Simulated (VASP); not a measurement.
Set up this calculation in VASP 6.6.1, as the native input.

* Task: single point
* Functional: LDA
* Potentials or basis: VASP PAW LDA potentials, release 64 (Ca_sv, Mg)
* Cutoff: 600 eV
* k mesh: 2 × 2 × 2
* Occupations: methfessel-paxton, width 0.1 eV
* Spin: no spin polarisation
* Dipole correction: no
* Further INCAR settings: ALGO = Normal; EDIFF = 1e-06; NBANDS = 62

The structure of CaMg lies in POSCAR:

```
CaMg
1.0
    7.9322800000      0.0000000000      0.0000000000
    0.0000000000      7.9322800000      0.0000000000
    0.0000000000      0.0000000000      7.9322800000
Ca Mg
8 8
Direct
    0.0000000000      0.0000000000      0.0000000000
    0.0000000000      0.0000000000      0.5000000000
    0.0000000000      0.5000000000      0.0000000000
    0.0000000000      0.5000000000      0.5000000000
    0.5000000000      0.0000000000      0.0000000000
    0.5000000000      0.0000000000      0.5000000000
    0.5000000000      0.5000000000      0.0000000000
    0.5000000000      0.5000000000      0.5000000000
    0.2500000000      0.2500000000      0.2500000000
    0.2500000000      0.2500000000      0.7500000000
    0.2500000000      0.7500000000      0.2500000000
    0.2500000000      0.7500000000      0.7500000000
    0.7500000000      0.2500000000      0.2500000000
    0.7500000000      0.2500000000      0.7500000000
    0.7500000000      0.7500000000      0.2500000000
    0.7500000000      0.7500000000      0.7500000000
```

The input as run:

INCAR

```
SYSTEM = CaMg
  PREC = Accurate
  ENCUT = 600
  EDIFF = 1E-6
  ISMEAR = 1
  SIGMA = 0.1
  LREAL = .False.
  LASPH = .True.
  NELM = 120
  ALGO = Normal
  ISIF = 2
  LWAVE = .False.
  LCHARG = .True.
  GGA = CA
  LELF = .True.
  LVHAR = .True.
  NBANDS = 62
  GGA_COMPAT = .False.
```

KPOINTS

```
regular mesh
0
Gamma
  2 2 2
  0 0 0
```

Potentials or basis: VASP PAW LDA potentials, release 64 (Ca_sv, Mg).

Command:

```bash
$ cat potpaw_LDA.64/Ca_sv/POTCAR potpaw_LDA.64/Mg/POTCAR > POTCAR
$ mpirun -np 1 vasp_std > vasp.out
```

It gave:

```yaml
Pressure: -2.1 GPa
Band_gap_on_the_k_mesh: zero (bands 48 and 49 overlap by 0.68 eV)
```

Caveat: the k points lie up to 0.40 Å⁻¹ apart, too coarse for converged energies and pressures of a metal.

Run time: 100 s on 1 thread of AMD EPYC 9R45 96-Core Processor (Zen 5), with other jobs on the host, peak memory 0.42 GiB.
